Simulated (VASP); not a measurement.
Here is a VASP 6.6.1 calculation.

Contents of INCAR:

```
PREC = Accurate ; ENCUT = 520
EDIFF = 1E-6 ; ISMEAR = 0
SIGMA = 0.05 ; LREAL = False
LASPH = True ; NELM = 80
ALGO = Normal ; ISIF = 2
LWAVE = False ; LCHARG = True
GGA = PS ; LELF = True
LVHAR = True ; NBANDS = 11
```

KPOINTS

```
Automatic mesh
0
Gamma
  10 10 10
```

Contents of POSCAR:

```
BeS
1.0
    0.0000000000      2.6029573240      2.4413405778
    2.4413405778      0.0000000000      2.4413405778
    2.4413405778      2.6029573240      0.0000000000
Be S
1 1
Direct
    0.0000000000      0.0000000000      0.0000000000
    0.7500000000      0.7500000000      0.7500000000
```

Potentials or basis: VASP PAW PBE potentials, release 64 (Be, S).

The run is started by

```console
$ cat potpaw_PBE.64/Be/POTCAR potpaw_PBE.64/S/POTCAR > POTCAR
$ mpirun -np 1 vasp_std > vasp.out
```

**Question.** What does it give for the band gap on the k mesh?

**Answer.** 2.84 eV, indirect (least direct gap 4.88 eV).

**Question.** Predict the pressure.

**Answer.** -7.4 GPa.

Stress tensor (GPa, compression positive):
```
 -5.28   0.00   0.00
  0.00 -11.60   0.00
  0.00   0.00  -5.28
```

Caveat: the PAW data sets were made with another functional, which shifts forces and pressure a little. A k mesh can miss the band edges.
